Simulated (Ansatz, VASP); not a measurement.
**Zr12H: VASP beside Ansatz**

```
Zr H
1.0
     6.46000    0.00000    0.00000
    -4.84500    8.39179    0.00000
     0.00000    0.00000    5.14539
Zr H
12 1
Cartesian
  0.0032 0.0161 0.0162
  -0.0062 1.8505 2.5675
  -1.5794 2.7752 -0.0318
  -1.5880 4.6792 2.5393
  -3.2336 5.6335 -0.0104
  -3.2276 7.4829 2.5622
  3.2264 -0.0188 0.0138
  3.2331 1.8251 2.5809
  1.5871 2.7853 0.0352
  1.5794 4.6903 2.6079
  0.0051 5.6177 0.0101
  -0.0049 7.4497 2.5646
  3.2275 3.7490 3.8683
```

Alike in both runs: functional PBE; k mesh 3 × 2 × 3; occupations gaussian, width 0.05 eV; no spin polarisation.

Ansatz relaxed the structure, and its values are those at the end. VASP's run is a single point on that final structure, the one shown.

|  | VASP | Ansatz |
| --- | --- | --- |
| version | VASP 6.6.1 | Ansatz 0.2.0 |
| potentials or method | VASP PAW PBE potentials, release 64 (Zr_sv, H), cutoff 520 eV | scalar-relativistic, plane waves, PAW |
| valence electrons in the cell | 145 | 145 |

```csv
,VASP,Ansatz,Ansatz less VASP
rms of the force components (eV/Å),0.011,0.011,-0.0002
```

The functional is the same, so the differences come from potentials, cutoffs and numerics.

The k mesh is coarse, so the values compare programs but aren't converged.
